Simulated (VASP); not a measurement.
A run of VASP 6.6.1 is set up as follows.

The input INCAR:

```
PREC = Accurate
ENCUT = 520
EDIFF = 1E-7
ISMEAR = -1
SIGMA = 0.05
LREAL = Auto
LASPH = T
NELM = 100
ALGO = Normal
ISIF = 2
LWAVE = F
LCHARG = F
GGA = PE
NBANDS = 70
```

KPOINTS

```
regular mesh
0
Gamma
  2 2 2
```

Contents of POSCAR:

```
Al32H
1.0
    8.0997000000      0.0000000000      0.0000000000
    0.0000000000      8.0997000000      0.0000000000
    0.0000000000      0.0000000000      8.0997000000
Al H
32 1
Direct
    0.5157474968     -0.0029877650     -0.0084817956
    0.7661641789      0.2382186995     -0.0036791486
    0.7519290838      0.0119387138      0.2587132857
    0.0120374829     -0.0221736608      0.0110868304
    0.2229712212      0.2478857242      0.0074200279
    0.4947096806      0.5059817030      0.0190007037
    0.7345951085      0.7408545996     -0.0289763818
    0.2579972098      0.0066792597      0.2467498796
    0.4855488475      0.2614911663      0.2461449189
    0.7406817536      0.4986974826      0.2575650950
    0.4958208329     -0.0016420361      0.5152783436
    0.7318542662      0.2326382459      0.5175500327
    0.7710902873     -0.0157907083      0.7427682507
   -0.0330135684      0.5111053496     -0.0179265899
    0.2508117585      0.7601886490      0.0037408793
   -0.0113090608      0.2542192921      0.2399101201
    0.2451201896      0.4956479870      0.2337617443
    0.4950183340      0.7772880477      0.2519352569
    0.0071607590      0.0057409534      0.4837463116
    0.2826030594      0.2720347667      0.5148709211
    0.4968702545      0.5108831191      0.4857834241
    0.7608183019      0.7479783202      0.4872649604
    0.2467375335     -0.0133585195      0.7562996160
    0.5222786029      0.2543674457      0.7825845402
    0.7390150252      0.5187723002      0.7372618739
    0.0029013420      0.7441880563      0.2580712866
    0.0034816104      0.4483252466      0.5205624900
    0.2636023556      0.7616454930      0.4912280702
    0.0026297270      0.2243416423      0.7602256874
    0.2462436880      0.5156857661      0.7501759324
    0.4905737250      0.7401879082      0.7451387088
    0.0096670247      0.7679543687      0.7348296851
   -0.0695704779      0.5333654333      0.7409039841
```

Potentials or basis: VASP PAW PBE potentials, release 64 (Al, H).

Command:

```sh
$ cat potpaw_PBE.64/Al/POTCAR potpaw_PBE.64/H/POTCAR > POTCAR
$ mpirun -np 1 vasp_std > vasp.out
```

**Question.** Estimate the largest force.

**Answer.** 2.352 eV/Å.

**Question.** Estimate the pressure.

**Answer.** 2.6 GPa.

Stress tensor (GPa, compression positive):
```
 3.55  0.15  0.09
 0.15  2.20 -0.26
 0.09 -0.26  2.04
```

Caveat: the k points lie up to 0.39 Å⁻¹ apart.
